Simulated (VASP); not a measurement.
# GaN (F-43m) in VASP: further runs

Aim: see how the results for GaN move with the level of theory and the settings. Levels: PBE, r2SCAN. Tasks: single point.

All numbers are computed with VASP 6.6.1; they aren't measurements. Logs are shortened: lines on timing, memory, paths and dates and some standing lists are left out, and cuts for length are marked.

### 1 The cell of the first run

Symmetry: F-43m, No. 216, cubic system. The conventional cell has a = 4.498 Å, b = 4.498 Å, c = 4.498 Å, α = 90.00°, β = 90.00°, γ = 90.00°. Ga (site symmetry -43m) has 4 N at 1.95 Å within 2.6 Å. Within 2.6 Å of N (site symmetry -43m) lie 4 Ga at 1.95 Å.

### 2 Single point, PBE

INCAR

```
  PREC = Accurate
  ENCUT = 520
  EDIFF = 1E-6
  ISMEAR = 0
  SIGMA = 0.01
  LREAL = F
  LASPH = T
  NELM = 100
  ALGO = Normal
  ISIF = 2
  LWAVE = F
  LCHARG = T
  GGA = PE
  LELF = T
  LVHAR = T
  NBANDS = 16
```

KPOINTS

```
Automatic mesh
0
Gamma
  10 10 10
```

POSCAR

```
GaN
1.0
    0.0000000000      2.2489525428      2.2489525428
    2.2489525428      0.0000000000      2.2489525428
    2.2489525428      2.2489525428      0.0000000000
Ga N
1 1
Direct
    0.0000000000      0.0000000000      0.0000000000
    0.2500000000      0.2500000000      0.2500000000
```

Potentials or basis: VASP PAW PBE potentials, release 64 (Ga_d, N).

Command:

```console
cat potpaw_PBE.64/Ga_d/POTCAR potpaw_PBE.64/N/POTCAR > POTCAR
mpirun -np 1 vasp_std > vasp.out
```

OUTCAR:

```text
PREC = Accurate
   ENCUT = 520
   EDIFF = 1E-6
   ISMEAR = 0
   LREAL = F
   LASPH = T
   NELM = 100
   ISIF = 2
   GGA = PE

 ion  position               nearest neighbor table
   1  0.000  0.000  0.000-   2 1.95   2 1.95   2 1.95   2 1.95
   2  0.250  0.250  0.250-   1 1.95   1 1.95   1 1.95   1 1.95

  LATTYP: Found a face centered cubic cell.
 ALAT       =     4.4979050856

  Lattice vectors:

 A1 = (   0.0000000000,   2.2489525428,   2.2489525428)
 A2 = (   2.2489525428,   0.0000000000,   2.2489525428)
 A3 = (   2.2489525428,   2.2489525428,   0.0000000000)

Analysis of symmetry for initial positions (statically):
=====================================================================
 Subroutine PRICEL returns:
 Original cell was already a primitive cell.

 Routine SETGRP: Setting up the symmetry group for a
 face centered cubic supercell.

 Subroutine GETGRP returns: Found 24 space group operations
 (whereof 24 operations were pure point group operations)
 out of a pool of 48 trial point group operations.

The static configuration has the point symmetry T_d .

Analysis of symmetry for dynamics (positions and initial velocities):
=====================================================================
 Subroutine PRICEL returns:
 Original cell was already a primitive cell.

 Routine SETGRP: Setting up the symmetry group for a
 face centered cubic supercell.

 Subroutine GETGRP returns: Found 24 space group operations
 (whereof 24 operations were pure point group operations)
 out of a pool of 48 trial point group operations.

The dynamic configuration has the point symmetry T_d .

 Subroutine INISYM returns: Found 24 space group operations
 (whereof 24 operations are pure point group operations),
 and found     1 'primitive' translations

----------------------------------------------------------------------------------------

                                     Primitive cell

  volume of cell :      22.7494

  direct lattice vectors                    reciprocal lattice vectors
     0.000000000  2.248952543  2.248952543    -0.222325723  0.222325723  0.222325723
     2.248952543  0.000000000  2.248952543     0.222325723 -0.222325723  0.222325723
     2.248952543  2.248952543  0.000000000     0.222325723  0.222325723 -0.222325723

  length of vectors
     3.180499187  3.180499187  3.180499187     0.385079448  0.385079448  0.385079448

  position of ions in fractional coordinates (direct lattice)
     0.000000000  0.000000000  0.000000000
     0.250000000  0.250000000  0.250000000

  ion indices of the primitive-cell ions
   primitive index   ion index
                 1           1
                 2           2

----------------------------------------------------------------------------------------

 KPOINTS: Automatic mesh

Automatic generation of k-mesh.
 Grid dimensions read from file:
 generate k-points for:   10   10   10

 Generating k-lattice:

  Cartesian coordinates                     Fractional coordinates (reciprocal lattice)
    -0.022232572  0.022232572  0.022232572     0.100000000  0.000000000  0.000000000
     0.022232572 -0.022232572  0.022232572     0.000000000  0.100000000  0.000000000
     0.022232572  0.022232572 -0.022232572     0.000000000  0.000000000  0.100000000

  Length of vectors
     0.038507945  0.038507945  0.038507945

  Shift w.r.t. Gamma in fractional coordinates (k-lattice)
     0.000000000  0.000000000  0.000000000

 Subroutine IBZKPT returns following result:
 ===========================================

 Found     47 irreducible k-points:

 Following reciprocal coordinates:
            Coordinates               Weight
  0.000000  0.000000  0.000000      1.000000
  0.100000  0.000000  0.000000      8.000000
  0.200000  0.000000  0.000000      8.000000
  0.300000  0.000000  0.000000      8.000000
  0.400000  0.000000  0.000000      8.000000
  0.500000  0.000000  0.000000      4.000000
[... 16 lines left out ...]
  0.300000  0.300000  0.000000      6.000000
  0.400000  0.300000  0.000000     24.000000
 [... further k-points ...]
   k-points           NKPTS =     47   k-points in BZ     NKDIM =     47   number of bands    NBANDS=     16
   number of dos      NEDOS =    301   number of ions     NIONS =      2
   total plane-waves  NPLWV =  13824
   dimension x,y,z NGX =    24 NGY =   24 NGZ =   24
   dimension x,y,z NGXF=    48 NGYF=   48 NGZF=   48
   ions per type =               1   1
   NGX,Y,Z   is equivalent  to a cutoff of  12.54, 12.54, 12.54 a.u.
   NGXF,Y,Z  is equivalent  to a cutoff of  25.09, 25.09, 25.09 a.u.
 SYSTEM =  unknown system
   PREC   = accura    normal or accurate (medium, high low for compatibility)
   ISTART =      0    job   : 0-new  1-cont  2-samecut
   ICHARG =      2    charge: 1-file 2-atom 10-const
   ISPIN  =      1    spin polarized calculation?
   LNONCOLLINEAR =      F non collinear calculations
   LSORBIT =      F    spin-orbit coupling
   LASPH  =      T    aspherical Exc in radial PAW
   ENCUT  =  520.0 eV  38.22 Ry    6.18 a.u.   5.91  5.91  5.91*2*pi/ulx,y,z
   NELM   =    100;   NELMIN=  2; NELMDL= -5     # of ELM steps
   EDIFF  = 0.1E-05   stopping-criterion for ELM
   LREAL  =      F    real-space projection
   EDIFFG = 0.1E-04   stopping-criterion for IOM
   NSW    =      0    number of steps for IOM
   IBRION =     -1    ionic relax: 0-MD 1-quasi-New 2-CG
   NFREE  =      0    steps in history (QN), initial steepest desc. (CG)
   ISIF   =      2    stress and relaxation
   ISYM   =      2    0-nonsym 1-usesym 2-fastsym
   POTIM  = 0.5000    time-step for ionic-motion
   TEBEG  =    0.0;   TEEND  =   0.0 temperature during run
   PSTRESS=    0.0 pullay stress
   NELECT =      18.0000    total number of electrons
   NUPDOWN=      -1.0000    fix difference up-down
   EMIN   =  10.00;   EMAX   =-10.00  energy-range for DOS
   EFERMI =   0.00;   METHOD = LEGACY
   ISMEAR =     0;   SIGMA  =   0.01  broadening in eV -4-tet -1-fermi 0-gaus
   EFERMI_NEDOS =   21; number of points for ismear=-14 and -15
   IALGO  =     38    algorithm
   IMIX   =      4    mixing-type and parameters
     AMIX     =   0.40;   BMIX     =  1.00
     AMIX_MAG =   1.60;   BMIX_MAG =  1.00
  volume/ion in A,a.u.               =      11.37        76.76
  Fermi-wavevector in a.u.,A,eV,Ry     =   1.514173  2.861371 31.194330  2.292719
  Thomas-Fermi vector in A             =   2.623866
   LORBIT       =      0    0 simple, 1 ext, 2 COOP (PROOUT), +10 PAW based schemes
   GGA     = PE    functional components
   LHFCALC =     F    Hartree Fock is set to
   AEXX    =    0.0000 exact exchange contribution
   IVDW    =     0    specifies the selected vdW correction
   LEPSILON=     F    determine dielectric tensor
   LRPA    =     F    only Hartree local field effects (RPA)
 non-spin polarized calculation
 Gauss-broadening in eV      SIGMA  =   0.01
  energy-cutoff  :      520.00
  volume of cell :       22.75
 maximum number of plane-waves:       622
   NGX = 11   NGY = 11   NGZ = 11

 number of electron      18.0000009 magnetization

 Free energy of the ion-electron system (eV)
  ---------------------------------------------------
  ext. energy  EPLUGINS =         0.00000000
  ---------------------------------------------------
  free energy    TOTEN  =       -12.13822243 eV

  energy without entropy =      -12.13822243  energy(sigma->0) =      -12.13822243

 E-fermi :   5.4042     XC(G=0): -11.6994

 val. band max:        5.3473373015   @ k =   0.0000   0.0000   0.0000
 cond. band min:       7.1109107509   @ k =   0.0000   0.0000   0.0000
 fundamental gap:      1.7635734494
 Fermi energy:         5.4041613334

 k-point     1 :       0.0000    0.0000    0.0000
  band No.  band energies     occupation
      1     -10.6382      2.00000
      2      -8.0994      2.00000
      3      -8.0994      2.00000
      4      -8.0994      2.00000
      5      -7.7735      2.00000
      6      -7.7735      2.00000
[... 8 lines left out ...]
     15      24.2492      0.00000
     16      24.2492      0.00000

 k-point     2 :       0.1000    0.0000    0.0000
  band No.  band energies     occupation
      1     -10.5267      2.00000
      2      -8.0855      2.00000
      3      -8.0855      2.00000
      4      -8.0609      2.00000
      5      -7.7748      2.00000
      6      -7.7748      2.00000
[... 8 lines left out ...]
     15      22.9439      0.00000
     16      22.9646      0.00000

 k-point     3 :       0.2000    0.0000    0.0000
  band No.  band energies     occupation
      1     -10.2452      2.00000
      2      -8.0534      2.00000
      3      -8.0534      2.00000
      4      -7.8992      2.00000
      5      -7.7736      2.00000
      6      -7.7736      2.00000
[... 8 lines left out ...]
     15      22.1748      0.00000
     16      22.1748      0.00000

 k-point     4 :       0.3000    0.0000    0.0000
  band No.  band energies     occupation
      1      -9.9443      2.00000
      2      -8.0248      2.00000
      3      -8.0248      2.00000
      4      -7.7598      2.00000
      5      -7.7598      2.00000
      6      -7.5037      2.00000
[... 8 lines left out ...]
     15      22.6635      0.00000
     16      22.6635      0.00000
[... 324 lines left out ...]
 k-point    22 :      -0.2000    0.2000    0.0000
  band No.  band energies     occupation
      1      -9.8520      2.00000
      2      -8.0083      2.00000
      3      -7.9934      2.00000
      4      -7.7961      2.00000
      5      -7.7871      2.00000
      6      -7.3267      2.00000
[... 8 lines left out ...]
     15      22.7865      0.00000
     16      25.9845      0.00000

 k-point    23 :       0.3000    0.3000    0.0000
  band No.  band energies     occupation
      1      -9.7639      2.00000
      2      -7.9500      2.00000
      3      -7.9062      2.00000
      4      -7.9062      2.00000
      5      -7.7223      2.00000
      6      -7.3142      2.00000
[... 8 lines left out ...]
     15      27.4435      0.00000
     16      27.9116      0.00000

 k-point    24 :       0.4000    0.3000    0.0000
  band No.  band energies     occupation
      1      -9.6438      2.00000
      2      -7.9683      2.00000
      3      -7.8713      2.00000
      4      -7.8707      2.00000
      5      -7.7120      2.00000
      6      -6.8586      2.00000
[... 8 lines left out ...]
     15      27.7590      0.00000
     16      27.8417      0.00000

 [... further k-points ...]

------------------------ aborting loop because EDIFF is reached ----------------------------------------

  FORCE on cell =-STRESS in cart. coord.  units (eV):
  Direction    XX          YY          ZZ          XY          YZ          ZX
  --------------------------------------------------------------------------------------
  -------------------------------------------------------------------------------------
  Total        0.8912245      0.8912245      0.8912245     -0.0000000      0.0000000      0.0000000
  in kB       62.7663456     62.7663456     62.7663456     -0.0000000      0.0000000      0.0000000
  external PRESSURE =      62.7663456 kB  Pullay stress =       0.0000000 kB

 VOLUME and BASIS-vectors are now :
 -----------------------------------------------------------------------------
  energy-cutoff  :      520.00
  volume of cell :       22.75
      direct lattice vectors                 reciprocal lattice vectors
     0.000000000  2.248952543  2.248952543    -0.222325723  0.222325723  0.222325723
     2.248952543  0.000000000  2.248952543     0.222325723 -0.222325723  0.222325723
     2.248952543  2.248952543  0.000000000     0.222325723  0.222325723 -0.222325723

 POSITION                                       TOTAL-FORCE (eV/Angst)
 -----------------------------------------------------------------------------------
      0.00000      0.00000      0.00000        -0.000000     -0.000000     -0.000000
      1.12448      1.12448      1.12448         0.000000      0.000000      0.000000
 -----------------------------------------------------------------------------------
    total drift:                                0.000002      0.000002      0.000002

  FREE ENERGIE OF THE ION-ELECTRON SYSTEM (eV)
  ---------------------------------------------------
  free  energy   TOTEN  =       -12.1382224276 eV

  energy  without entropy=      -12.1382224276  energy(sigma->0) =      -12.13822243
```

It took 8.2 s on 1 thread of Intel Xeon 6975P-C (Granite Rapids), shared host; peak memory 0.14 GiB.

What came out:

```yaml
Free_energy: -12.1382 eV
Pressure: 6.3 GPa
Band_gap_on_the_k_mesh: 1.76 eV, direct
```

PBE gaps usually lie below the measured ones, often by a third to a half.

(Continued in part 2 of 2.)
